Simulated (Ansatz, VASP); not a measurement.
BaTiO3: VASP beside Ansatz

File INCAR:

```
SYSTEM = BaTiO3
PREC     = Accurate       ! precision mode
ENCUT    = 520            ! plane-wave cutoff, eV
EDIFF    = 1E-6           ! SCF threshold, eV
ISMEAR   = -1             ! smearing method
SIGMA    = 0.05           ! smearing width, eV
LREAL    = .FALSE.        ! projectors in reciprocal space
LASPH    = .TRUE.         ! aspherical terms in the spheres
NELM     = 100            ! most SCF steps
ALGO     = Normal         ! electronic algorithm
ISIF     = 2              ! what is computed and relaxed
LWAVE    = .FALSE.        ! write WAVECAR
LCHARG   = .FALSE.        ! write CHGCAR
GGA      = CA             ! functional
NBANDS   = 28             ! bands
```

KPOINTS

```
Automatic mesh
0
G
  8 8 8
  0 0 0
```

POSCAR

```
BaTiO3
1.0
    4.0338391840      0.0000000000      0.0000000000
    0.0000000000      4.0338391840      0.0000000000
    0.0000000000      0.0000000000      4.0338391840
Ba Ti O
1 1 3
Direct
    0.5000000000      0.5000000000      0.5000000000
    0.0000000000      0.0000000000      0.0000000000
    0.5000000000      0.0000000000      0.0000000000
    0.0000000000      0.5000000000      0.0000000000
    0.0000000000      0.0000000000      0.5000000000
```

Input for Ansatz:

```yaml
crystal:
  lattice:
    - [4.033839184, 0.0, 0.0]
    - [0.0, 4.033839184, 0.0]
    - [0.0, 0.0, 4.033839184]
  atoms:
    - { symbol: Ba, position: [0.5, 0.5, 0.5] }
    - { symbol: Ti, position: [0.0, 0.0, 0.0] }
    - { symbol: O, position: [0.5, 0.0, 0.0] }
    - { symbol: O, position: [0.0, 0.5, 0.0] }
    - { symbol: O, position: [0.0, 0.0, 0.5] }
kpoints:
  mp_grid: { grid: [8, 8, 8] }
  band_path:
    path:
      - [0.0, 0.0, 0.0]
      - [0.0, 0.5, 0.0]
      - [0.5, 0.5, 0.0]
      - [0.0, 0.0, 0.0]
      - [0.5, 0.5, 0.5]
      - [0.0, 0.5, 0.0]
      - [0.5, 0.5, 0.5]
      - [0.5, 0.5, 0.0]
    npoints: 5
scf:
  occupations: { method: fermi_dirac, width: 0.05 }
hamiltonian:
  xc: lda
  pseudopotentials: { kind: all_electron, lapw: { basis_error: 0.001 } }
output:
  forces: true
  stress: true
  eigenvalues: true
```

Change from the starting cell: volume scaled by 1.02.

Alike in both runs: task single point; functional LDA; k mesh 8 × 8 × 8; occupations fermi-dirac, width 0.05 eV; no spin polarisation.

```csv
,VASP,Ansatz
version,VASP 6.6.1,Ansatz 0.2.0
potentials or method,"VASP PAW LDA potentials, release 64 (Ba_sv, Ti_sv, O), cutoff 520 eV","all-electron LAPW, scalar-relativistic"
```

|  | VASP | Ansatz | Ansatz less VASP |
| --- | --- | --- | --- |
| pressure (GPa) | -10.5 | -12.3 | -1.80 |

LDA's correlation is that of Perdew and Zunger in VASP and of Perdew and Wang (1992) in Ansatz. Ansatz ran all-electron here, and VASP with PAW potentials.

Neither program's run includes spin-orbit coupling.
